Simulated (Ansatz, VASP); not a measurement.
This is a calculation of Re for Ansatz 0.2.0.

The input input.yaml:

```yaml
crystal:
  lattice: { a: 3.95, b: 3.95, c: 3.95, alpha: 90.0, beta: 90.0, gamma: 90.0 }
  space_group: 225
  reduce_to_primitive: true
  atoms:
    - { symbol: Re, wyckoff: "4a", position: [0.0, 0.0, 0.0] }
hamiltonian:
  xc: hse06
  pseudopotentials: { kind: nc }
kpoints:
  mp_grid: { grid: [8, 8, 8] }
scf:
  occupations: { method: methfessel_paxton, width: 0.025 }
output:
  forces: true
  stress: true
  eigenvalues: true
```

Potentials or basis: Ansatz NC.

Run with:

```sh
$ ansatz run input.yaml --threads 1 --pin off --max-ram 2560MiB --backend cpu --events-out ev --progress --plain --runs-dir out
```

Question: Set up the same calculation for VASP 6.6.1. Potentials there: VASP PAW PBE potentials, release 64 (Re).

Answer: As run (the cutoff follows the program's own potentials):

File POSCAR:

```
Re
1.0
    0.0000000000      1.9750000000      1.9750000000
    1.9750000000      0.0000000000      1.9750000000
    1.9750000000      1.9750000000      0.0000000000
Re
1
Direct
    0.0000000000      0.0000000000      0.0000000000
```

File INCAR.step1:

```
SYSTEM = Re
PREC = Accurate
ENCUT = 520
EDIFF = 1E-5
ISMEAR = 1
SIGMA = 0.025
LREAL = .FALSE.
LASPH = .TRUE.
NELM = 120
ALGO = Normal
ISIF = 2
LWAVE = .TRUE.
LCHARG = .FALSE.
NBANDS = 10
GGA = PE
GGA_COMPAT = .FALSE.
```

The input INCAR.step2:

```
SYSTEM = Re
PREC = Accurate
ENCUT = 520
EDIFF = 1E-6
ISMEAR = 1
SIGMA = 0.025
LREAL = .FALSE.
LASPH = .TRUE.
NELM = 120
ALGO = Normal
ISIF = 2
LWAVE = .FALSE.
LCHARG = .FALSE.
GGA = PE
LHFCALC = .TRUE.
HFSCREEN = 0.2079
PRECFOCK = Normal
NBANDS = 10
ISTART = 1
GGA_COMPAT = .FALSE.
```

File KPOINTS:

```
regular mesh
0
G
  8 8 8
  0 0 0
```

Potentials or basis: VASP PAW PBE potentials, release 64 (Re).

Run with:

```bash
$ cat potpaw_PBE.64/Re/POTCAR > POTCAR
$ cp INCAR.step1 INCAR
$ mpirun -np 1 vasp_std > vasp.out
$ cp INCAR.step2 INCAR
$ mpirun -np 1 vasp_std > vasp.out
```

Both were run:

|  | VASP | Ansatz | Ansatz less VASP |
| --- | --- | --- | --- |
| gap on the k mesh at the Fermi level (eV) | none | none | - |
| pressure (GPa) | -23.5 | -16.8 | +6.76 |

A gap of «none» marks a metal or a gap that the smearing closes. One of these differences is far larger than is usual between the two programs; its cause wasn't traced. VASP's potentials hold 7 valence electrons a cell and Ansatz's 15, so a difference there can come from the potentials and not from the codes.

Spin-orbit coupling is off throughout.
